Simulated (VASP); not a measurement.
**ZrTi3C4: single point with PBE**

Crystal: ZrTi3C4.

```
Zr Ti C
1.0
     3.13791    0.00000    0.00000
     0.00000    4.44705    0.00000
     0.00000    0.00000    6.27474
Zr Ti C
1 3 4
Direct
  0.50000 0.50000 0.50000
  0.00000 0.00000 0.24413
  0.00000 0.00000 0.75587
  0.50000 0.50000 0.00000
  0.00000 0.50000 0.76284
  0.50000 0.00000 0.00000
  0.00000 0.50000 0.23716
  0.50000 0.00000 0.50000
```

```yaml
Program: VASP 6.6.1
Task: single point
Functional: PBE
Potentials_or_basis: VASP PAW PBE potentials, release 64 (Zr_sv, Ti_sv, C)
Cutoff: 520 eV
k_mesh: 6 × 4 × 4
Occupations: gaussian, width 0.1 eV
Spin: no spin polarisation
```

```
Pressure               : 0.2 GPa
Largest force          : 0.034 eV/Å
Band gap on the k mesh : zero (bands 32 and 33 overlap by 1.09 eV)
```

Forces in eV/Å, atoms in the order of the input:
```
Zr   0.000  0.000  0.000
Ti   0.000  0.000 -0.034
Ti   0.000  0.000  0.034
Ti   0.000  0.000  0.000
C    0.000  0.000  0.002
C    0.000  0.000  0.000
C    0.000  0.000 -0.002
C    0.000  0.000  0.000
```

Stress tensor (GPa, compression positive):
```
 0.97  0.00  0.00
 0.00 -0.20  0.00
 0.00  0.00 -0.22
```

Levels at points of the mesh, in eV from the Fermi level:
| k point | band 30 | band 31 | band 32 | band 33 | band 34 | band 35 |
| --- | --- | --- | --- | --- | --- | --- |
| (0.00, 0.00, 0.00) | 0.05 | 0.76 | 0.78 | 0.78 | 1.46 | 1.49 |
| (0.50, 0.00, 0.00) | -1.56 | -0.22 | 0.03 | 0.05 | 0.37 | 1.95 |
| (0.00, 0.50, 0.00) | -0.51 | -0.41 | -0.40 | -0.31 | -0.25 | 2.02 |
| (0.50, 0.50, 0.00) | -2.49 | -2.48 | -2.44 | 2.54 | 2.58 | 2.67 |
| (0.00, 0.00, 0.50) | -1.24 | -1.05 | -0.87 | 1.04 | 1.24 | 1.37 |
| (0.50, 0.00, 0.50) | -1.60 | -1.48 | -1.15 | 0.93 | 0.99 | 1.24 |
| (0.00, 0.50, 0.50) | -1.94 | -1.84 | -1.83 | 1.34 | 1.58 | 1.72 |
| (0.50, 0.50, 0.50) | -2.34 | -2.16 | -2.06 | 2.36 | 2.40 | 2.50 |

It took 4.5 min on 1 thread of Intel Xeon 8259CL (shared host), peak memory 0.26 GiB.
